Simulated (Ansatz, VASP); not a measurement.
## Two plane-wave programs on In

INCAR

```
SYSTEM = In
PREC = Accurate
ENCUT = 520
EDIFF = 1E-6
ISMEAR = 0
SIGMA = 0.15
LREAL = .False.
LASPH = .True.
NELM = 80
ALGO = Normal
ISIF = 2
LWAVE = .False.
LCHARG = .True.
GGA = PE
LELF = .True.
LVHAR = .True.
NBANDS = 12
```

KPOINTS

```
Automatic mesh
0
Gamma
  18 18 18
  0 0 0
```

File POSCAR:

```
In
1.0
   -1.8825252400      1.8825252400      1.8825252400
    1.8825252400     -1.8825252400      1.8825252400
    1.8825252400      1.8825252400     -1.8825252400
In
1
Direct
    0.0000000000      0.0000000000      0.0000000000
```

Input for Ansatz:

```yaml
crystal:
  lattice:
    - [-1.88252524, 1.88252524, 1.88252524]
    - [1.88252524, -1.88252524, 1.88252524]
    - [1.88252524, 1.88252524, -1.88252524]
  atoms:
    - { symbol: In, position: [0.0, 0.0, 0.0] }
basis:
  ecutwfc: 420
kpoints:
  mp_grid: { grid: [18, 18, 18] }
hamiltonian:
  xc: pbe
scf:
  occupations: { method: gaussian, width: 0.15 }
output:
  forces: true
  stress: true
  eigenvalues: true
```

Alike in both runs: task single point; functional PBE; k mesh 18 × 18 × 18; occupations gaussian, width 0.15 eV; no spin polarisation.

|  | VASP | Ansatz |
| --- | --- | --- |
| version | VASP 6.6.1 | Ansatz 0.2.0 |
| potentials or method | VASP PAW PBE potentials, release 64 (In_d), cutoff 520 eV | scalar-relativistic, plane waves, PAW |
| valence electrons in the cell | 13 | 13 |

|  | VASP | Ansatz | Ansatz less VASP |
| --- | --- | --- | --- |
| gap on the k mesh at the Fermi level (eV) | none | none | - |
| pressure (GPa) | 1.5 | 1.5 | +0.02 |

A gap of «none» marks a metal or a gap that the smearing closes.
